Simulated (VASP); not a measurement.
Set up this calculation in VASP 6.6.1, as the native input.

- Task: single point
- Functional: PBE
- Potentials or basis: VASP PAW PBE potentials, release 64 (Ta_pv, O)
- Cutoff: 520 eV
- k mesh: 6 × 6 × 3
- Occupations: gaussian, width 0.05 eV
- Spin: no spin polarisation
- Dipole correction: no
- Further INCAR settings: ALGO = Normal; EDIFF = 1e-06; NBANDS = 33

The structure of Ta4O lies in POSCAR:

```
Ta4O
1.0
    3.2574970000      0.0000000000      0.0000000000
    0.0000000000      3.2574970000      0.0000000000
    0.0000000000      0.0000000000      7.4093410000
Ta O
4 1
Direct
    0.0000000000      0.0000000000      0.5000000000
    0.5000000000      0.5000000000      0.7831580000
    0.5000000000      0.5000000000      0.2168420000
    0.0000000000      0.0000000000      0.0000000000
    0.5000000000      0.5000000000      0.5000000000
```

These files were run (other wordings do the same):

INCAR

```
PREC = Accurate
ENCUT = 520
EDIFF = 1E-6
ISMEAR = 0
SIGMA = 0.05
LREAL = False
LASPH = True
NELM = 100
ALGO = Normal
ISIF = 2
LWAVE = False
LCHARG = False
GGA = PE
NBANDS = 33
```

KPOINTS

```
regular mesh
0
Gamma
  6 6 3
```

Potentials or basis: VASP PAW PBE potentials, release 64 (Ta_pv, O).

Command:

```console
$ cat potpaw_PBE.64/Ta_pv/POTCAR potpaw_PBE.64/O/POTCAR > POTCAR
$ mpirun -np 1 vasp_std > vasp.out
```

It gave:

The pressure is -0.6 GPa and the largest force is 0.108 eV/Å. The band gap on the k mesh is zero (band 25 reaches 6.64 eV, above the bottom of band 26 at 6.32 eV).

Caveat: spin-orbit coupling is left out, which moves the levels of the heavy elements.

Run time: 25 s on 1 thread of Intel(R) Xeon(R) 6975P-C (Granite Rapids), on a shared host, peak memory 0.19 GiB.
